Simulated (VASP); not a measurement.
Here is a VASP 6.6.1 calculation.

The input INCAR:

```
PREC     = Accurate       # precision mode
ENCUT    = 520            # plane-wave cutoff, eV
EDIFF    = 1E-6           # SCF threshold, eV
ISMEAR   = -1             # smearing method
SIGMA    = 0.05           # smearing width, eV
LREAL    = Auto         
LASPH    = T              # aspherical terms in the spheres
NELM     = 100            # most SCF steps
ALGO     = Normal         # electronic algorithm
ISIF     = 2              # what is computed and relaxed
LWAVE    = F              # write WAVECAR
LCHARG   = F              # write CHGCAR
GGA      = PE             # functional
NBANDS   = 54             # bands
ISYM     = 0
```

File KPOINTS:

```
Automatic mesh
0
Gamma
  1 1 1
  0.25 0.25 0.25
```

Contents of POSCAR:

```
ScAl3
1.0
    7.0248240000      0.2007760000     -0.0094590000
    0.2007760000      6.6358760000      0.3234210000
   -0.0094590000      0.3234210000      6.6710660000
Sc Al
4 12
Direct
    0.4417496904      0.2234057189      0.4921591856
    0.7567255445      0.4643774981      0.2567525838
    0.7311632730      0.9302186720      0.7514422463
    0.4232431615      0.7149836486      1.0147241431
    0.1591918310      0.5276364297      0.7917673268
    1.0038948374      0.6860970389      0.4372942272
    0.1844467632      0.4196927527      0.1790126544
    0.9669735821      0.1613823653      0.9707086030
    0.4918955159      0.2392309975     -0.0127637005
    1.0051830748      0.2679411870      0.5289510282
    0.0010735579      0.7622318411      0.0277423984
    0.7339275208      0.4708764477      0.7213608573
    0.7106571622      0.9201085749      0.2554400857
    0.1749426810      0.9270586242      0.6975015021
    0.4570840273      0.7324201421      0.5087463537
    0.2153861442      0.0365493791      0.2720153722
```

Potentials or basis: VASP PAW PBE potentials, release 64 (Sc_sv, Al).

Launch:

```bash
$ cat potpaw_PBE.64/Sc_sv/POTCAR potpaw_PBE.64/Al/POTCAR > POTCAR
$ mpirun -np 1 vasp_std > vasp.out
```

Problem. Estimate the largest force.

Solution. 1.296 eV/Å.

Problem. What does it give for the band gap on the k mesh?

Solution. 0.20 eV.

Problem. What does it give for the pressure?

Solution. -1.3 GPa.

Stress tensor (GPa, compression positive):
```
-1.31 -0.72  2.25
-0.72 -1.64 -3.95
 2.25 -3.95 -0.81
```

Caveat: the k points lie up to 0.95 Å⁻¹ apart.
